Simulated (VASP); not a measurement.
Write the native input for VASP 6.6.1 that does the following.

```
Task                               : single point
Functional                         : PBE0
Potentials or basis                : VASP PAW PBE potentials, release 64 (Si, Hf_pv, O)
Cutoff                             : 520 eV
k mesh                             : 4 × 4 × 4
Occupations                        : gaussian, width 0.01 eV
Spin                               : no spin polarisation
Dipole correction                  : no
Grid for exact exchange (PRECFOCK) : Fast
Further INCAR settings             : ALGO = Normal; EDIFF = 1e-06; NBANDS = 28
Share of exact exchange            : 0.25
```

Crystal: HfSiO4.

```
Si Hf O
1.0
     3.28569    0.00000    0.00000
     0.00000    3.28569    0.00000
     0.00000    0.00000    5.70049
Si Hf O
1 1 4
Direct
  0.50000 0.50000 0.50000
  0.00000 0.00000 0.00000
  0.50000 0.00000 0.62204
  0.00000 0.50000 0.82363
  0.00000 0.50000 0.37796
  0.50000 0.00000 0.17637
```

The input as run:

POSCAR

```
HfSiO4
1.0
    3.2856932360      0.0000000000      0.0000000000
    0.0000000000      3.2856932360      0.0000000000
    0.0000000000      0.0000000000      5.7004944933
Si Hf O
1 1 4
Direct
    0.5000000000      0.5000000000      0.5000000000
    0.0000000000      0.0000000000      0.0000000000
    0.5000000000      0.0000000000      0.6220427075
    0.0000000000      0.5000000000      0.8236286593
    0.0000000000      0.5000000000      0.3779572925
    0.5000000000      0.0000000000      0.1763713407
```

INCAR.step1

```
  PREC = Accurate
  ENCUT = 520
  EDIFF = 1E-5
  ISMEAR = 0
  SIGMA = 0.01
  LREAL = F
  LASPH = T
  NELM = 100
  ALGO = Normal
  ISIF = 2
  LWAVE = T
  LCHARG = F
  NBANDS = 28
  GGA = PE
```

INCAR.step2

```
  PREC = Accurate
  ENCUT = 520
  EDIFF = 1E-6
  ISMEAR = 0
  SIGMA = 0.01
  LREAL = F
  LASPH = T
  NELM = 100
  ALGO = Normal
  ISIF = 2
  LWAVE = F
  LCHARG = F
  GGA = PE
  LHFCALC = T
  AEXX = 0.25
  PRECFOCK = Fast
  NBANDS = 28
  ISTART = 1
```

KPOINTS

```
regular mesh
0
Gamma
  4 4 4
```

Potentials or basis: VASP PAW PBE potentials, release 64 (Si, Hf_pv, O).

Run with:

```console
$ cat potpaw_PBE.64/Si/POTCAR potpaw_PBE.64/Hf_pv/POTCAR potpaw_PBE.64/O/POTCAR > POTCAR
$ cp INCAR.step1 INCAR
$ mpirun -np 1 vasp_std > vasp.out
$ cp INCAR.step2 INCAR
$ mpirun -np 1 vasp_std > vasp.out
```

Results of the run:

| Quantity | Value |
| --- | --- |
| Pressure | -2.6 GPa |
| Largest force | 0.239 eV/Å |
| Band gap on the k mesh | 4.98 eV (least direct gap 5.15 eV) |

Caveat: the k points lie up to 0.48 Å⁻¹ apart; the PAW data sets were made with another functional, which shifts forces and pressure a little; spin-orbit coupling is left out, which moves the levels of the heavy elements.

Wall time 26 min on 1 thread of Intel(R) Xeon(R) Platinum 8259CL CPU @ 2.50GHz (Skylake/Cascade Lake), with other jobs on the host, peak memory 0.2 GiB.
